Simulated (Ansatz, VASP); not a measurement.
**Two plane-wave programs on LiF**

INCAR

```
ALGO = Normal ; EDIFF = 1E-6
ENCUT = 520 ; ISIF = 2
ISMEAR = 0 ; LASPH = True
LCHARG = False ; LREAL = False
LWAVE = False ; NBANDS = 18
NELM = 60 ; PREC = Accurate
SIGMA = 0.05
```

KPOINTS

```
k-points
0
Gamma
  9 9 6
```

POSCAR

```
LiF
1.0
    2.9984347243      0.0000000000      0.0000000000
   -1.4992173621      2.5967206428      0.0000000000
    0.0000000000      0.0000000000      4.7579162205
Li F
2 2
Direct
    0.3333333333      0.6666666667      0.3465456496
    0.6666666667      0.3333333333      0.8465456496
    0.3333333333      0.6666666667      0.9910195924
    0.6666666667      0.3333333333      0.4910195924
```

Input for Ansatz:

```yaml
crystal:
  lattice:
    - [2.9984347243, 0.0, 0.0]
    - [-1.4992173621, 2.5967206428, 0.0]
    - [0.0, 0.0, 4.7579162205]
  atoms:
    - { symbol: Li, position: [0.3333333333, 0.6666666667, 0.3465456496] }
    - { symbol: Li, position: [0.6666666667, 0.3333333333, 0.8465456496] }
    - { symbol: F, position: [0.3333333333, 0.6666666667, 0.9910195924] }
    - { symbol: F, position: [0.6666666667, 0.3333333333, 0.4910195924] }
basis:
  ecutwfc: 520.0
kpoints:
  mp_grid: { grid: [9, 9, 6] }
hamiltonian:
  xc: lda
scf:
  occupations: { method: gaussian, width: 0.05 }
output:
  forces: true
  stress: true
  eigenvalues: true
```

Alike in both runs: task single point; functional LDA; k mesh 9 × 9 × 6; occupations gaussian, width 0.05 eV; no spin polarisation.

|  | VASP | Ansatz |
| --- | --- | --- |
| version | VASP 6.6.1 | Ansatz 0.2.0 |
| potentials or method | VASP PAW LDA potentials, release 64 (Li_sv, F), cutoff 520 eV | scalar-relativistic, plane waves, PAW |
| valence electrons in the cell | 20 | 20 |

```tsv
	VASP	Ansatz	Ansatz less VASP
gap on the k mesh at the Fermi level (eV)	7.92	7.93	+0.016
least direct gap on the mesh (eV)	7.92	7.93	+0.016
rms of the force components (eV/Å)	0.468	0.461	-0.0070
```

LDA's correlation is that of Perdew and Zunger in VASP and of Perdew and Wang (1992) in Ansatz. Atom by atom the forces differ by 0.007 eV/Å (rms over components).

Noted on VASP's run: the cutoff is under 1.25 times that of the potentials, so the pressure is a little rough.
